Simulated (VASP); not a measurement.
Input of a VASP 6.6.1 run:

File INCAR:

```
SYSTEM = Te2Pt
  PREC = Accurate
  ENCUT = 500
  EDIFF = 1E-6
  ISMEAR = -1
  SIGMA = 0.05
  LREAL = .FALSE.
  LASPH = .TRUE.
  NELM = 120
  ALGO = Normal
  ISIF = 2
  LWAVE = .FALSE.
  LCHARG = .FALSE.
  GGA = RE
  NBANDS = 18
  GGA_COMPAT = .FALSE.
```

KPOINTS

```
regular mesh
0
G
  8 8 5
  0 0 0
```

The input POSCAR:

```
Te2Pt
1.0
    4.1013672658      0.0000000000      0.0000000000
   -2.0506836329      3.5518882424      0.0000000000
    0.0000000000      0.0000000000      5.5800903029
Pt Te
1 2
Direct
    0.0000000000      0.0000000000      0.0000000000
    0.6666666667      0.3333333333      0.7549772076
    0.3333333333      0.6666666667      0.2450227924
```

Potentials or basis: VASP PAW PBE potentials, release 64 (Pt, Te).

Launch:

```bash
$ cat potpaw_PBE.64/Pt/POTCAR potpaw_PBE.64/Te/POTCAR > POTCAR
$ mpirun -np 1 vasp_std > vasp.out
```

Q: What does it give for the band gap on the k mesh?

A: Zero (band 11 reaches 8.39 eV, above the bottom of band 12 at 7.30 eV).

Q: What does it give for the pressure?

A: -0.2 GPa.

Stress tensor (GPa, compression positive):
```
-0.24  0.00  0.00
 0.00 -0.24  0.00
 0.00  0.00 -0.14
```

Caveat: the PAW data sets were made with another functional, which shifts forces and pressure a little; spin-orbit coupling is left out, which moves the levels of the heavy elements.
